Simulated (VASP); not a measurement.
Input of a VASP 6.6.1 run:

Contents of INCAR:

```
SYSTEM = Ni
PREC = Accurate
ENCUT = 600
EDIFF = 1E-6
ISMEAR = -1
SIGMA = 0.1
LREAL = .FALSE.
LASPH = .TRUE.
NELM = 120
ALGO = Normal
ISIF = 2
LWAVE = .FALSE.
LCHARG = .FALSE.
GGA = CA
NBANDS = 11
GGA_COMPAT = .FALSE.
```

KPOINTS

```
Automatic mesh
0
G
  16 16 16
  0 0 0
```

File POSCAR:

```
Ni
1.0
    2.2283100330      0.0000000000      0.0000000000
    0.0000000000      2.2283100330      0.0000000000
    0.0000000000      0.0000000000      2.2283100330
Ni
1
Direct
    0.0000000000      0.0000000000      0.0000000000
```

Potentials or basis: VASP PAW LDA potentials, release 64 (Ni).

Run with:

```sh
$ cat potpaw_LDA.64/Ni/POTCAR > POTCAR
$ mpirun -np 1 vasp_std > vasp.out
```

**Question.** Predict the pressure.

**Answer.** 8.1 GPa.

**Question.** What does it give for the band gap on the k mesh?

**Answer.** Zero (band 5 reaches 9.80 eV, above the bottom of band 6 at 8.34 eV).

Caveat: the run has no spin polarisation, though such a crystal can be magnetic. Spin polarisation is off, so any magnetic state and its effect on volume and gap are missing.
